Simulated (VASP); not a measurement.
# SnO (Cmce) in VASP: single point with PBEsol

Aim: the single point of SnO with PBEsol.

Program: VASP 6.6.1. These are calculated values, not measurements. Logs are shortened: lines on timing, memory, paths and dates and some standing lists are left out, and cuts for length are marked.

### Step 1. The cell of the first run

It takes space group Cmce (No. 64, orthorhombic). The conventional cell has a = 5.474 Å, b = 5.476 Å, c = 10.222 Å, α = 90.00°, β = 90.00°, γ = 90.00°. Sn (site symmetry m) has 4 O at 2.25 to 2.26 Å within 3.0 Å. O (site symmetry 2) has 4 Sn at 2.25 to 2.26 Å and 4 O at 2.74 Å within 3.0 Å.

### Step 2. Single point, PBEsol

INCAR reads:

```
PREC     = Accurate       # precision mode
ENCUT    = 520            # plane-wave cutoff, eV
EDIFF    = 1E-6           # SCF threshold, eV
ISMEAR   = 0              # smearing method
SIGMA    = 0.01           # smearing width, eV
LREAL    = F              # projectors in reciprocal space
LASPH    = T              # aspherical terms in the spheres
NELM     = 60             # most SCF steps
ALGO     = Normal         # electronic algorithm
ISIF     = 2              # what is computed and relaxed
LWAVE    = F              # write WAVECAR
LCHARG   = T              # write CHGCAR
GGA      = PS             # functional
LELF     = T              # ELF
LVHAR    = T            
NBANDS   = 50             # bands
```

KPOINTS reads:

```
Automatic mesh
0
Gamma
  5 5 2
```

POSCAR reads:

```
SnO
1.0
    2.7369120000     -2.7377960000      0.0000000000
    2.7369120000      2.7377960000      0.0000000000
    0.0000000000      0.0000000000     10.2219600000
Sn O
4 4
Direct
    0.7365470000      0.2634530000      0.8638580000
    0.2634530000      0.7365470000      0.1361420000
    0.7634530000      0.2365470000      0.3638580000
    0.2365470000      0.7634530000      0.6361420000
    0.2619440000      0.2380560000      0.2500000000
    0.7380560000      0.7619440000      0.7500000000
    0.2380560000      0.2619440000      0.7500000000
    0.7619440000      0.7380560000      0.2500000000
```

Potentials or basis: VASP PAW PBE potentials, release 64 (Sn_d, O).

Started as:

```
$ cat potpaw_PBE.64/Sn_d/POTCAR potpaw_PBE.64/O/POTCAR > POTCAR
$ mpirun -np 1 vasp_std > vasp.out
```

OUTCAR:

```text
PREC = Accurate
   ENCUT = 520
   EDIFF = 1E-6
   ISMEAR = 0
   LREAL = F
   LASPH = T
   NELM = 60
   ISIF = 2
   GGA = PS

 ion  position               nearest neighbor table
   1  0.737  0.263  0.864-   6 2.25   7 2.25   7 2.26   6 2.26   4 3.59   4 3.59   4 3.59   4 3.59

   2  0.263  0.737  0.136-   5 2.25   8 2.25   5 2.26   8 2.26   3 3.59   3 3.59   3 3.59   3 3.59

   3  0.763  0.237  0.364-   5 2.25   8 2.25   8 2.26   5 2.26   2 3.59   2 3.59   2 3.59   2 3.59

   4  0.237  0.763  0.636-   6 2.25   7 2.25   6 2.26   7 2.26   1 3.59   1 3.59   1 3.59   1 3.59

   5  0.262  0.238  0.250-   2 2.25   3 2.25   3 2.26   2 2.26
   6  0.738  0.762  0.750-   1 2.25   4 2.25   1 2.26   4 2.26
   7  0.238  0.262  0.750-   1 2.25   4 2.25   4 2.26   1 2.26
   8  0.762  0.738  0.250-   2 2.25   3 2.25   2 2.26   3 2.26

  LATTYP: Found a base centered orthorhombic cell.
 ALAT       =     5.4738240000
 B/A-ratio  =     1.0003229918
 C/A-ratio  =     1.8674257704

  Lattice vectors:

 A1 = (   2.7369120000,  -2.7377960000,   0.0000000000)
 A2 = (   2.7369120000,   2.7377960000,   0.0000000000)
 A3 = (   0.0000000000,   0.0000000000,  10.2219600000)

Analysis of symmetry for initial positions (statically):
=====================================================================
 Subroutine PRICEL returns:
 Original cell was already a primitive cell.

 Routine SETGRP: Setting up the symmetry group for a
 base centered orthorhombic supercell.

 Subroutine GETGRP returns: Found  8 space group operations
 (whereof  4 operations were pure point group operations)
 out of a pool of  8 trial point group operations.

The static configuration has the point symmetry C_2h.
 The point group associated with its full space group is D_2h.

Analysis of symmetry for dynamics (positions and initial velocities):
=====================================================================
 Subroutine PRICEL returns:
 Original cell was already a primitive cell.

 Routine SETGRP: Setting up the symmetry group for a
 base centered orthorhombic supercell.

 Subroutine GETGRP returns: Found  8 space group operations
 (whereof  4 operations were pure point group operations)
 out of a pool of  8 trial point group operations.

The dynamic configuration has the point symmetry C_2h.
 The point group associated with its full space group is D_2h.

 Subroutine INISYM returns: Found  8 space group operations
 (whereof  4 operations are pure point group operations),
 and found     1 'primitive' translations

----------------------------------------------------------------------------------------

                                     Primitive cell

  volume of cell :     153.1885

  direct lattice vectors                    reciprocal lattice vectors
     2.736912000 -2.737796000  0.000000000     0.182687642 -0.182628655  0.000000000
     2.736912000  2.737796000  0.000000000     0.182687642  0.182628655  0.000000000
     0.000000000  0.000000000 10.221960000     0.000000000  0.000000000  0.097828596

  length of vectors
     3.871203202  3.871203202 10.221960000     0.258317634  0.258317634  0.097828596

  position of ions in fractional coordinates (direct lattice)
     0.736547000  0.263453000  0.863858000
     0.263453000  0.736547000  0.136142000
     0.763453000  0.236547000  0.363858000
     0.236547000  0.763453000  0.636142000
     0.261944000  0.238056000  0.250000000
     0.738056000  0.761944000  0.750000000
     0.238056000  0.261944000  0.750000000
     0.761944000  0.738056000  0.250000000

  ion indices of the primitive-cell ions
   primitive index   ion index
                 1           1
                 2           2
                 3           3
                 4           4
                 5           5
                 6           6
                 7           7
                 8           8

----------------------------------------------------------------------------------------

 KPOINTS: Automatic mesh

Automatic generation of k-mesh.
 Grid dimensions read from file:
 generate k-points for:    5    5    2

 Generating k-lattice:

  Cartesian coordinates                     Fractional coordinates (reciprocal lattice)
     0.036537528 -0.036525731  0.000000000     0.200000000  0.000000000  0.000000000
     0.036537528  0.036525731  0.000000000     0.000000000  0.200000000  0.000000000
     0.000000000  0.000000000  0.048914298     0.000000000  0.000000000  0.500000000

  Length of vectors
     0.051663527  0.051663527  0.048914298

  Shift w.r.t. Gamma in fractional coordinates (k-lattice)
     0.000000000  0.000000000  0.000000000

 Subroutine IBZKPT returns following result:
 ===========================================

 Found     18 irreducible k-points:

 Following reciprocal coordinates:
            Coordinates               Weight
  0.000000  0.000000  0.000000      1.000000
  0.200000 -0.000000  0.000000      4.000000
  0.400000  0.000000  0.000000      4.000000
  0.200000  0.200000  0.000000      2.000000
  0.400000  0.200000  0.000000      4.000000
 -0.400000  0.200000  0.000000      4.000000
[... 10 lines left out ...]
  0.400000  0.400000  0.500000      2.000000
 -0.400000  0.400000  0.500000      2.000000
   k-points           NKPTS =     18   k-points in BZ     NKDIM =     18   number of bands    NBANDS=     50
   number of dos      NEDOS =    301   number of ions     NIONS =      8
   total plane-waves  NPLWV =  72000
   dimension x,y,z NGX =    30 NGY =   30 NGZ =   80
   dimension x,y,z NGXF=    60 NGYF=   60 NGZF=  160
   ions per type =               4   4
   NGX,Y,Z   is equivalent  to a cutoff of  12.88, 12.88, 13.01 a.u.
   NGXF,Y,Z  is equivalent  to a cutoff of  25.77, 25.77, 26.02 a.u.
 SYSTEM =  unknown system
   PREC   = accura    normal or accurate (medium, high low for compatibility)
   ISTART =      0    job   : 0-new  1-cont  2-samecut
   ICHARG =      2    charge: 1-file 2-atom 10-const
   ISPIN  =      1    spin polarized calculation?
   LNONCOLLINEAR =      F non collinear calculations
   LSORBIT =      F    spin-orbit coupling
   LASPH  =      T    aspherical Exc in radial PAW
   ENCUT  =  520.0 eV  38.22 Ry    6.18 a.u.   7.20  7.20 19.01*2*pi/ulx,y,z
   NELM   =     60;   NELMIN=  2; NELMDL= -5     # of ELM steps
   EDIFF  = 0.1E-05   stopping-criterion for ELM
   LREAL  =      F    real-space projection
   EDIFFG = 0.1E-04   stopping-criterion for IOM
   NSW    =      0    number of steps for IOM
   IBRION =     -1    ionic relax: 0-MD 1-quasi-New 2-CG
   NFREE  =      0    steps in history (QN), initial steepest desc. (CG)
   ISIF   =      2    stress and relaxation
   ISYM   =      2    0-nonsym 1-usesym 2-fastsym
   POTIM  = 0.5000    time-step for ionic-motion
   TEBEG  =    0.0;   TEEND  =   0.0 temperature during run
   PSTRESS=    0.0 pullay stress
   NELECT =      80.0000    total number of electrons
   NUPDOWN=      -1.0000    fix difference up-down
   EMIN   =  10.00;   EMAX   =-10.00  energy-range for DOS
   EFERMI =   0.00;   METHOD = LEGACY
   ISMEAR =     0;   SIGMA  =   0.01  broadening in eV -4-tet -1-fermi 0-gaus
   EFERMI_NEDOS =   21; number of points for ismear=-14 and -15
   IALGO  =     38    algorithm
   IMIX   =      4    mixing-type and parameters
     AMIX     =   0.40;   BMIX     =  1.00
     AMIX_MAG =   1.60;   BMIX_MAG =  1.00
  volume/ion in A,a.u.               =      19.15       129.22
  Fermi-wavevector in a.u.,A,eV,Ry     =   1.318346  2.491313 23.647424  1.738037
  Thomas-Fermi vector in A             =   2.448323
   LORBIT       =      0    0 simple, 1 ext, 2 COOP (PROOUT), +10 PAW based schemes
   GGA     = PS    functional components
   LHFCALC =     F    Hartree Fock is set to
   AEXX    =    0.0000 exact exchange contribution
   IVDW    =     0    specifies the selected vdW correction
   LEPSILON=     F    determine dielectric tensor
   LRPA    =     F    only Hartree local field effects (RPA)
 non-spin polarized calculation
 Gauss-broadening in eV      SIGMA  =   0.01
  energy-cutoff  :      520.00
  volume of cell :      153.19
 maximum number of plane-waves:      4148
 NGX is ok and might be reduce to    30
   NGX = 15   NGY = 15   NGZ = 39

 number of electron      80.0000000 magnetization

 Free energy of the ion-electron system (eV)
  ---------------------------------------------------
  ext. energy  EPLUGINS =         0.00000000
  ---------------------------------------------------
  free energy    TOTEN  =       -48.28190152 eV

  energy without entropy =      -48.28190152  energy(sigma->0) =      -48.28190152

 E-fermi :   5.9031     XC(G=0):  -9.9961

 val. band max:        5.8421387011   @ k =   0.0000   0.0000   0.0000
 cond. band min:       6.7476975406   @ k =  -0.4000   0.4000   0.0000
 fundamental gap:      0.9055588395
 Fermi energy:         5.9030808530

 k-point     1 :       0.0000    0.0000    0.0000
  band No.  band energies     occupation
      1     -15.7490      2.00000
      2     -15.7405      2.00000
      3     -15.3975      2.00000
      4     -15.3888      2.00000
      5     -15.3842      2.00000
      6     -15.3835      2.00000
[... 42 lines left out ...]
     49      11.2325      0.00000
     50      11.2614      0.00000

 k-point     2 :       0.2000   -0.0000    0.0000
  band No.  band energies     occupation
      1     -15.7300      2.00000
      2     -15.7249      2.00000
      3     -15.4313      2.00000
      4     -15.4161      2.00000
      5     -15.3800      2.00000
      6     -15.3777      2.00000
[... 42 lines left out ...]
     49      11.1177      0.00000
     50      11.4986      0.00000

 k-point     3 :       0.4000    0.0000    0.0000
  band No.  band energies     occupation
      1     -15.6790      2.00000
      2     -15.6751      2.00000
      3     -15.5809      2.00000
      4     -15.5689      2.00000
      5     -15.3837      2.00000
      6     -15.3783      2.00000
[... 784 lines left out ...]
     49      11.3077      0.00000
     50      11.3077      0.00000

 k-point    18 :      -0.4000    0.4000    0.5000
  band No.  band energies     occupation
      1     -15.6839      2.00000
      2     -15.6839      2.00000
      3     -15.6571      2.00000
      4     -15.6571      2.00000
      5     -15.3647      2.00000
      6     -15.3647      2.00000
[... 42 lines left out ...]
     49      11.3199      0.00000
     50      11.3199      0.00000

------------------------ aborting loop because EDIFF is reached ----------------------------------------

  FORCE on cell =-STRESS in cart. coord.  units (eV):
  Direction    XX          YY          ZZ          XY          YZ          ZX
  --------------------------------------------------------------------------------------
  -------------------------------------------------------------------------------------
  Total       -3.9191186     -3.9155524     -3.2283255      0.0000000      0.0000000      0.0000000
  in kB      -40.9895263    -40.9522273    -33.7646152      0.0000000      0.0000000      0.0000000
  external PRESSURE =     -38.5687896 kB  Pullay stress =       0.0000000 kB

 VOLUME and BASIS-vectors are now :
 -----------------------------------------------------------------------------
  energy-cutoff  :      520.00
  volume of cell :      153.19
      direct lattice vectors                 reciprocal lattice vectors
     2.736912000 -2.737796000  0.000000000     0.182687642 -0.182628655  0.000000000
     2.736912000  2.737796000  0.000000000     0.182687642  0.182628655  0.000000000
     0.000000000  0.000000000 10.221960000     0.000000000  0.000000000  0.097828596

 POSITION                                       TOTAL-FORCE (eV/Angst)
 -----------------------------------------------------------------------------------
      2.73691     -1.29523      8.83032         0.000000     -0.043536     -0.307941
      2.73691      1.29523      1.39164         0.000000      0.043536      0.307941
      2.73691     -1.44256      3.71934         0.000000      0.043536     -0.307941
      2.73691      1.44256      6.50262         0.000000     -0.043536      0.307941
      1.36846     -0.06540      2.55549         0.000000     -0.000033      0.000000
      4.10537      0.06540      7.66647         0.000000      0.000033      0.000000
      1.36846      0.06540      7.66647         0.000000      0.000033      0.000000
      4.10537     -0.06540      2.55549         0.000000     -0.000033      0.000000
 -----------------------------------------------------------------------------------
    total drift:                                0.000000     -0.000000      0.000000

  FREE ENERGIE OF THE ION-ELECTRON SYSTEM (eV)
  ---------------------------------------------------
  free  energy   TOTEN  =       -48.2819015191 eV

  energy  without entropy=      -48.2819015191  energy(sigma->0) =      -48.28190152
```

Wall time 2 min (1 thread of Intel Xeon Platinum 8375C at 2.90GHz (Ice Lake), shared host); peak memory 0.31 GiB.

What came out:

| Property | Result |
| --- | --- |
| Free energy | -48.2819 eV |
| Pressure | -3.9 GPa |
| Largest force | 0.311 eV/Å |
| Band gap on the k mesh | 0.91 eV |

Forces in eV/Å, atoms in the order of the input:
```
Sn   0.000 -0.044 -0.308
Sn   0.000  0.044  0.308
Sn   0.000  0.044 -0.308
Sn   0.000 -0.044  0.308
O    0.000  0.000  0.000
O    0.000  0.000  0.000
O    0.000  0.000  0.000
O    0.000  0.000  0.000
```

Levels at points of the mesh, in eV from the valence-band top:
```csv
k point,band 38,band 39,band 40,band 41,band 42,band 43
"(0.00, 0.00, 0.00)",-2.82,-1.91,0.00,1.63,1.83,3.32
"(0.00, 0.00, 0.50)",-2.83,-0.68,-0.68,1.60,1.60,3.82
```

Caveat: the cell stands under tension; the PAW data sets were made with another functional, which shifts forces and pressure a little; spin-orbit coupling is left out, which moves the levels of the heavy elements; an odd mesh through Γ misses points on the zone boundary, where band edges can lie.
